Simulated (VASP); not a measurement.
Runs of VASP 6.6.1 on TiB2. The structure is that of space group P6/mmm (No. 191), or close to it. The cells are those of the table. 

```csv
task,cell,cutoff (eV),smearing,gap on the mesh (eV),pressure (GPa),relaxed volume (Å³/atom)
relaxation of cell and atoms,"relaxed from a = 3.066, b = 3.066, c = 3.271 Å, angles 90.0, 90.0, 120.0°, 3 atoms",600,tetrahedron,none,0.2,(a)
single point,"a = 2.995, b = 2.995, c = 3.155 Å, angles 90.0, 90.0, 120.0°, 3 atoms",520,tetrahedron,none,0.6,-
single point,"a = 2.994, b = 2.994, c = 3.160 Å, angles 90.0, 90.0, 120.0°, 3 atoms",520,fermi-dirac 0.05 eV,none,0.7,-
relaxation of cell and atoms,"relaxed from a = 3.066, b = 3.066, c = 3.271 Å, angles 90.0, 90.0, 120.0°, 3 atoms",600,fermi-dirac 0.05 eV,none,-0.1,8.19
single point,"a = 2.996, b = 2.996, c = 3.155 Å, angles 90.0, 90.0, 120.0°, 3 atoms",520,tetrahedron,none,0.6,-
```

Alike in all rows: level LDA; potentials or basis VASP PAW LDA potentials, release 64 (Ti_sv, B); no spin polarisation; k mesh 12 × 12 × 10.

Question: Estimate the missing entries.

Answer: (a) 8.18.

Caveats: tetrahedron occupations give inexact forces and stress in metals (at least some runs).

A gap of «none» marks levels without a gap at the run's occupations.
